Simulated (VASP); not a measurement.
**LiH21O11: single point with LDA**

LiH21O11:

```
CELL_PARAMETERS angstrom
6.76499 0.00000 0.00000
0.00000 6.76499 0.00000
0.00000 0.00000 6.76499
ATOMIC_POSITIONS crystal
O 0.70250 0.75367 0.59053
O 0.79938 0.17157 0.69904
O 0.17225 0.78118 0.03190
O 0.30979 0.22334 0.37869
O 0.80958 0.83026 0.97639
O 0.73076 0.42007 0.41268
O 0.41240 0.51880 0.75597
O 0.17013 0.90487 0.70251
O 0.52741 0.19824 0.89455
O 0.93347 0.08040 0.31848
O 0.25063 0.60636 0.37218
H 0.69274 0.89660 0.57326
H 0.64993 0.71738 0.46973
H 0.68719 0.16418 0.80702
H 0.90983 0.08226 0.75495
H 0.18358 0.87845 0.15725
H 0.17866 0.85431 0.84908
H 0.16563 0.16724 0.41109
H 0.28347 0.37554 0.36377
H 0.92045 0.76512 0.03928
H 0.78368 0.73770 0.86093
H 0.84016 0.49625 0.37645
H 0.80862 0.30086 0.49787
H 0.37178 0.51387 0.88877
H 0.44590 0.66705 0.76506
H 0.26854 0.99842 0.70056
H 0.27364 0.70954 0.47617
H 0.47277 0.31795 0.97648
H 0.49654 0.09712 0.99361
H 0.02253 0.97381 0.29168
H 0.90132 0.12062 0.17973
H 0.29044 0.66102 0.23039
Li 0.49378 0.33733 0.60052
```

- Program: VASP 6.6.1
- Task: single point
- Functional: LDA
- Potentials or basis: VASP PAW LDA potentials, release 64 (O, H, Li_sv)
- Cutoff: 650 eV
- k mesh: 1 × 1 × 1
- Occupations: fermi-dirac, width 0.02 eV
- Spin: no spin polarisation

```
Pressure               : -0.2 GPa
Largest force          : 5.379 eV/Å
Band gap on the k mesh : 2.84 eV
```

Forces on the atoms (eV/Å):
```
O    0.331  1.545  2.357
O    1.572 -1.486  0.462
O    1.379  0.990  3.992
O   -1.883  0.315  0.837
O   -2.048 -0.547 -1.457
O   -0.547 -3.773  1.751
O    0.691  3.100 -0.337
O   -1.928 -1.739 -1.181
O   -3.705  1.602  3.556
O   -0.482  0.996 -0.875
O    0.937  0.760 -1.234
H    0.730  0.999  0.667
H   -1.097 -1.948 -2.663
H    1.872  0.448 -1.128
H   -0.936  0.651 -1.113
H    0.040 -1.751 -3.050
H   -0.425 -0.192  0.516
H    2.050  1.086 -0.728
H    0.043 -0.902  0.251
H    1.430 -0.098  0.350
H    0.099  1.180  0.615
H    1.763  1.660 -0.631
H   -1.680  1.595 -0.858
H   -1.583 -0.244  2.078
H    0.047 -1.316 -1.240
H    2.472  2.631 -0.370
H   -0.429 -0.507 -0.218
H    1.433 -1.659 -1.452
H    0.121 -0.933 -0.060
H    0.388 -1.445  0.152
H   -0.088 -0.055  0.857
H   -1.182 -0.329  1.438
Li   0.615 -0.632 -1.286
```

Stress tensor (GPa, compression positive):
```
 1.21  0.93 -0.91
 0.93 -0.59 -1.35
-0.91 -1.35 -1.31
```

Levels at points of the mesh, in eV from the valence-band top:
| k point | band 43 | band 44 | band 45 | band 46 | band 47 | band 48 |
| --- | --- | --- | --- | --- | --- | --- |
| (0.00, 0.00, 0.00) | -0.64 | -0.18 | 0.00 | 2.84 | 5.02 | 5.94 |

Run time: 81 s on 1 thread of Intel Xeon 8259CL, on a shared host, peak memory 0.3 GiB.

Caveat: the k points lie up to 0.93 Å⁻¹ apart.
